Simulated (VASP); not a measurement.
Wanted: the native input for a VASP 6.6.1 run.

```yaml
Task: single point
Functional: PBE
Potentials_or_basis: VASP PAW PBE potentials, release 64 (W_sv, N)
Cutoff: 520 eV
k_mesh: 6 × 6 × 6
Occupations: fermi-dirac, width 0.05 eV
Spin: no spin polarisation
Dipole_correction: no
Further_INCAR_settings: ALGO = Normal; EDIFF = 1e-07; NBANDS = 40
```

The structure of W3N4 lies in POSCAR:

```
W3N4
1.0
    4.2173899848      0.0000000000      0.0000000000
    0.0000000000      4.2173899848      0.0000000000
    0.0000000000      0.0000000000      4.2173899848
W N
3 4
Direct
    0.5000000000      0.5000000000      0.0000000000
    0.0000000000      0.5000000000      0.5000000000
    0.5000000000      0.0000000000      0.5000000000
    0.5000000000      0.5000000000      0.5000000000
    0.5000000000      0.0000000000      0.0000000000
    0.0000000000      0.5000000000      0.0000000000
    0.0000000000      0.0000000000      0.5000000000
```

One way to write it, as run:

INCAR

```
PREC = Accurate
ENCUT = 520
EDIFF = 1E-7
ISMEAR = -1
SIGMA = 0.05
LREAL = F
LASPH = T
NELM = 100
ALGO = Normal
ISIF = 2
LWAVE = F
LCHARG = T
GGA = PE
LELF = T
LVHAR = T
NBANDS = 40
```

KPOINTS

```
regular mesh
0
Gamma
  6 6 6
```

Potentials or basis: VASP PAW PBE potentials, release 64 (W_sv, N).

Command:

```console
$ cat potpaw_PBE.64/W_sv/POTCAR potpaw_PBE.64/N/POTCAR > POTCAR
$ mpirun -np 1 vasp_std > vasp.out
```

Results of the run:

```json
{"Pressure": "1.3 GPa", "Band gap on the k mesh": "zero (band 31 reaches 11.66 eV, above the bottom of band 32 at 9.20 eV)"}
```

Caveat: spin-orbit coupling is left out, which moves the levels of the heavy elements.

It took 62 s on 1 thread of AMD EPYC 7R43 64-Core Processor (Zen 3) (shared host), peak memory 0.16 GiB.
